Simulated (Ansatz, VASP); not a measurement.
Si7Ge in VASP and in Ansatz

The input INCAR:

```
SYSTEM = Si7Ge
PREC = Accurate
ENCUT = 520
EDIFF = 1E-6
ISMEAR = 0
SIGMA = 0.03
LREAL = .False.
LASPH = .True.
NELM = 80
ALGO = Normal
ISIF = 2
LWAVE = .False.
LCHARG = .True.
GGA = PS
LELF = .True.
LVHAR = .True.
NBANDS = 31
```

Contents of KPOINTS:

```
regular mesh
0
Gamma
  6 6 6
  0 0 0
```

The input POSCAR:

```
Si7Ge
1.0
    5.4653950700      0.0000000000      0.0000000000
    0.0000000000      5.4653950700      0.0000000000
    0.0000000000      0.0000000000      5.4653950700
Si Ge
7 1
Direct
    0.2526152100      0.2526152100      0.2526152100
    0.0000000000      0.5000000000      0.5000000000
    0.5000000000      0.5000000000      0.0000000000
    0.5000000000      0.0000000000      0.5000000000
    0.7473847900      0.2526152100      0.7473847900
    0.7473847900      0.7473847900      0.2526152100
    0.2526152100      0.7473847900      0.7473847900
    0.0000000000      0.0000000000      0.0000000000
```

Input for Ansatz:

```yaml
crystal:
  lattice:
    - [5.46539507, 0.0, 0.0]
    - [0.0, 5.46539507, 0.0]
    - [0.0, 0.0, 5.46539507]
  atoms:
    - { symbol: Si, position: [0.25261521, 0.25261521, 0.25261521] }
    - { symbol: Si, position: [0.0, 0.5, 0.5] }
    - { symbol: Si, position: [0.5, 0.5, 0.0] }
    - { symbol: Si, position: [0.5, 0.0, 0.5] }
    - { symbol: Si, position: [0.74738479, 0.25261521, 0.74738479] }
    - { symbol: Si, position: [0.74738479, 0.74738479, 0.25261521] }
    - { symbol: Si, position: [0.25261521, 0.74738479, 0.74738479] }
    - { symbol: Ge, position: [0.0, 0.0, 0.0] }
basis:
  ecutwfc: 420
kpoints:
  mp_grid: { grid: [6, 6, 6] }
hamiltonian:
  xc: pbesol
scf:
  occupations: { method: gaussian, width: 0.03 }
output:
  forces: true
  stress: true
  eigenvalues: true
```

Alike in both runs: task single point; functional PBEsol; k mesh 6 × 6 × 6; occupations gaussian, width 0.03 eV; no spin polarisation.

|  | VASP | Ansatz |
| --- | --- | --- |
| version | VASP 6.6.1 | Ansatz 0.2.0 |
| potentials or method | VASP PAW PBE potentials, release 64 (Si, Ge_d), cutoff 520 eV | scalar-relativistic, plane waves, PAW |
| valence electrons in the cell | 42 | 42 |

Ansatz gave:

- gap on the k mesh at the Fermi level (eV): 0.28
- least direct gap on the mesh (eV): 0.28
- pressure (GPa): -0.3
- rms of the force components (eV/Å): 0.001

Task: What did VASP give for the same quantities?

Result: gap on the k mesh at the Fermi level (eV): 0.28; least direct gap on the mesh (eV): 0.28; pressure (GPa): -0.2; rms of the force components (eV/Å): 0.005.

VASP's potentials were made for PBE, not for PBEsol. Atom by atom the forces differ by 0.003 eV/Å (rms over components).
